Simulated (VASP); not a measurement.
# MgO (Fm-3m) in VASP: further runs, part 2 of 2

VASP 6.6.1. The steps go on from the part before.

## (3) Dielectric tensor, PBEsol

INCAR reads:

```
  PREC = Accurate
  ENCUT = 520
  EDIFF = 1E-8
  ISMEAR = 0
  SIGMA = 0.01
  LREAL = False
  LASPH = True
  NELM = 80
  ALGO = Normal
  ISIF = 2
  LWAVE = False
  LCHARG = False
  GGA = PS
  LEPSILON = True
```

KPOINTS reads:

```
Automatic mesh
0
Gamma
  11 11 11
```

POSCAR reads:

```
MgO
1.0
    0.0000000000      2.0970013927      2.0970013927
    2.0970013927      0.0000000000      2.0970013927
    2.0970013927      2.0970013927      0.0000000000
Mg O
1 1
Direct
    0.0000000000      0.0000000000      0.0000000000
    0.5000000000      0.5000000000      0.5000000000
```

Potentials or basis: VASP PAW PBE potentials, release 64 (Mg, O).

The run is started by

```sh
$ cat potpaw_PBE.64/Mg/POTCAR potpaw_PBE.64/O/POTCAR > POTCAR
$ mpirun -np 1 vasp_std > vasp.out
```

OUTCAR:

```text
PREC = Accurate
   ENCUT = 520
   EDIFF = 1E-8
   ISMEAR = 0
   LREAL = False
   LASPH = True
   NELM = 80
   ISIF = 2
   GGA = PS
   LEPSILON = True

 ion  position               nearest neighbor table
   1  0.000  0.000  0.000-   2 2.10   2 2.10   2 2.10   2 2.10   2 2.10   2 2.10
   2  0.500  0.500  0.500-   1 2.10   1 2.10   1 2.10   1 2.10   1 2.10   1 2.10

  LATTYP: Found a face centered cubic cell.
 ALAT       =     4.1940027854

  Lattice vectors:

 A1 = (   0.0000000000,   2.0970013927,   2.0970013927)
 A2 = (   2.0970013927,   0.0000000000,   2.0970013927)
 A3 = (   2.0970013927,   2.0970013927,   0.0000000000)

Analysis of symmetry for initial positions (statically):
=====================================================================
 Subroutine PRICEL returns:
 Original cell was already a primitive cell.

 Routine SETGRP: Setting up the symmetry group for a
 face centered cubic supercell.

 Subroutine GETGRP returns: Found 48 space group operations
 (whereof 48 operations were pure point group operations)
 out of a pool of 48 trial point group operations.

The static configuration has the point symmetry O_h .

Analysis of symmetry for dynamics (positions and initial velocities):
=====================================================================
 Subroutine PRICEL returns:
 Original cell was already a primitive cell.

 Routine SETGRP: Setting up the symmetry group for a
 face centered cubic supercell.

 Subroutine GETGRP returns: Found 48 space group operations
 (whereof 48 operations were pure point group operations)
 out of a pool of 48 trial point group operations.

The dynamic configuration has the point symmetry O_h .

 Subroutine INISYM returns: Found 48 space group operations
 (whereof 48 operations are pure point group operations),
[... 443 lines left out ...]
 ------------------------------------------------------
           3.236586     0.000000     0.000000
           0.000000     3.236586     0.000000
          -0.000000     0.000000     3.236586
 ------------------------------------------------------

 Free energy of the ion-electron system (eV)
  ---------------------------------------------------
  ---------------------------------------------------
  free energy    TOTEN  =        -0.11935874 eV

  energy without entropy =       -0.11935874

------------------------ aborting loop because EDIFF is reached ----------------------------------------

--------------------------------------- Ionic step        2  -------------------------------------------

------------------------ aborting loop because EDIFF is reached ----------------------------------------

--------------------------------------- Ionic step        3  -------------------------------------------

 Free energy of the ion-electron system (eV)
  ---------------------------------------------------
  ---------------------------------------------------
  free energy    TOTEN  =        -0.11935874 eV

  energy without entropy =       -0.11935874

------------------------ aborting loop because EDIFF is reached ----------------------------------------

 PIEZOELECTRIC TENSOR FIELD DIRECTION 3  (e Angst)
 -----------------------------------------------------------------------------
    -0.00016  0.00000 -0.00000           ( -0.00001  0.00000 -0.00000)
     0.00000 -0.00016  0.00000           (  0.00000 -0.00001  0.00000)
    -0.00000 -0.00000 -0.00017           ( -0.00000  0.00000 -0.00001)

 PIEZOELECTRIC TENSOR FIELD DIRECTION 3  (C/m^2)
 -----------------------------------------------------------------------------
    -0.00014  0.00000 -0.00000
     0.00000 -0.00014  0.00000
    -0.00000 -0.00000 -0.00015

 MACROSCOPIC STATIC DIELECTRIC TENSOR (including local field effects in DFT)
 ------------------------------------------------------
           3.150590     0.000000    -0.000000
          -0.000000     3.150590     0.000000
          -0.000000    -0.000000     3.150590
 ------------------------------------------------------

 PIEZOELECTRIC TENSOR (including local field effects)  for field in x, y, z        (e  Angst)
          XX          YY          ZZ          XY          YZ          ZX
  --------------------------------------------------------------------------------
  x     0.00000     0.00000     0.00000     0.00000     0.00000     0.00000
  y     0.00000     0.00000     0.00000     0.00000     0.00000     0.00000
  z     0.00000     0.00000     0.00000     0.00000     0.00000     0.00000

 PIEZOELECTRIC TENSOR (including local field effects)  for field in x, y, z        (C/m^2)
          XX          YY          ZZ          XY          YZ          ZX
  --------------------------------------------------------------------------------
  x     0.00000     0.00000     0.00000     0.00000     0.00000     0.00000
  y     0.00000     0.00000     0.00000     0.00000     0.00000     0.00000
  z     0.00000     0.00000     0.00000     0.00000     0.00000     0.00000

 BORN EFFECTIVE CHARGES (including local field effects) (in |e|, cummulative output)
 ---------------------------------------------------------------------------------
 ion    1
    1     1.96061     0.00000     0.00000
    2     0.00000     1.96061     0.00000
    3    -0.00000    -0.00000     1.96061
 ion    2
    1    -1.96061    -0.00000     0.00000
    2    -0.00000    -1.96061    -0.00000
    3     0.00000     0.00000    -1.96061
```

OSZICAR:

```text
N       E                     dE             d eps       ncg     rms          rms(c)
DAV:   1     0.115327816116E+02    0.11533E+02   -0.49412E+03  1064   0.886E+02
DAV:   2    -0.135869183371E+02   -0.25120E+02   -0.24114E+02  1104   0.140E+02
DAV:   3    -0.138993820744E+02   -0.31246E+00   -0.31246E+00  1136   0.168E+01
[... 15 lines left out ...]
RMM:   4    -0.118672975600E+00   -0.62778E-02   -0.21607E-03  3130   0.471E-01    0.298E-02
RMM:   5    -0.119270571628E+00   -0.59760E-03   -0.28253E-05  3347   0.575E-02    0.566E-03
RMM:   6    -0.119330583781E+00   -0.60012E-04   -0.24302E-07  3466   0.527E-03    0.238E-03
RMM:   7    -0.119357940404E+00   -0.27357E-04   -0.72021E-08  3467   0.284E-03    0.130E-04
RMM:   8    -0.119358562837E+00   -0.62243E-06   -0.71353E-10  3090   0.253E-04    0.577E-05
RMM:   9    -0.119358741186E+00   -0.17835E-06   -0.13170E-10  2845   0.102E-04    0.685E-06
```

It took 2.3 min on 1 thread of Intel Xeon 8259CL, shared host; peak memory 0.19 GiB.

Results:

| Quantity | Value |
| --- | --- |
| Band gap on the k mesh | 4.76 eV, direct |
| Electronic dielectric tensor (diagonal) | 3.15 |
| Born charges (mean of the diagonal) | Mg +1.96; O -1.96 e |

Electronic dielectric tensor:
```
3.15 0.00 0.00
0.00 3.15 0.00
0.00 0.00 3.15
```

Born effective charge tensors (e):
atom 1, Mg
```
1.96 0.00 0.00
0.00 1.96 0.00
0.00 0.00 1.96
```
atom 2, O
```
-1.96  0.00  0.00
 0.00 -1.96  0.00
 0.00  0.00 -1.96
```
